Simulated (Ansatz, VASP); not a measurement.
**One calculation of MgO, two programs**

POSCAR

```
MgO
1.0
    0.0000000000      2.1085000000      2.1085000000
    2.1085000000      0.0000000000      2.1085000000
    2.1085000000      2.1085000000      0.0000000000
Mg O
1 1
Direct
    0.0000000000      0.0000000000      0.0000000000
    0.5000000000      0.5000000000      0.5000000000
```

Contents of INCAR.step1:

```
PREC = Accurate ; ENCUT = 600
ISMEAR = -1 ; SIGMA = 0.05
LREAL = False ; LASPH = True
NELM = 60 ; GGA = PE
ALGO = Normal ; EDIFF = 1E-4
LWAVE = True ; LCHARG = False
```

Contents of INCAR.step2:

```
PREC = Accurate ; ENCUT = 600
EDIFF = 1E-6 ; ISMEAR = -1
SIGMA = 0.05 ; LREAL = False
LASPH = True ; NELM = 60
ALGO = Normal ; ISIF = 3
LWAVE = False ; LCHARG = False
METAGGA = R2SCAN ; LMIXTAU = True
IBRION = 2 ; NSW = 100
EDIFFG = -0.002 ; ISTART = 1
```

The input KPOINTS:

```
Automatic mesh
0
Gamma
  20 20 20
```

Input for Ansatz:

```yaml
crystal:
  lattice:
    - [0.0, 2.1085, 2.1085]
    - [2.1085, 0.0, 2.1085]
    - [2.1085, 2.1085, 0.0]
  atoms:
    - { symbol: Mg, position: [0.0, 0.0, 0.0] }
    - { symbol: O, position: [0.5, 0.5, 0.5] }
kpoints:
  mp_grid: { grid: [20, 20, 20] }
scf:
  occupations: { method: fermi_dirac, width: 0.05 }
hamiltonian:
  xc: r2scan
  pseudopotentials: { kind: paw }
relax:
  f_tol: 0.002
  max_steps: 80
  cell: {}
output:
  forces: true
  stress: true
  write_density: true
  write_potential: true
  elf: true
  volumetric_format: npy
```

Alike in both runs: task relaxation of cell and atoms; functional r2SCAN; k mesh 20 × 20 × 20; occupations fermi-dirac, width 0.05 eV; no spin polarisation.

|  | VASP | Ansatz |
| --- | --- | --- |
| version | VASP 6.6.1 | Ansatz 0.2.0 |
| potentials or method | VASP PAW PBE potentials, release 64 (Mg, O) | PAW with Ansatz's default frozen-core files, scalar-relativistic |
| plane-wave cutoff (eV) | 600 | 500 |
| valence electrons in the cell | 8 | 16 |

```csv
,VASP,Ansatz,Ansatz less VASP
"gap on the k mesh at the Fermi level, each at its own relaxed structure (eV)",5.75,5.68,-0.062
relaxed volume (Å³/atom),9.21,9.29,+0.076
relaxed cell length with the largest relative difference (Å),2.965,2.973,+0.0081
```

VASP's potentials were made for PBE, not for r2SCAN. VASP's potentials hold 8 valence electrons a cell and Ansatz's 16, so a difference there can come from the potentials and not from the codes.
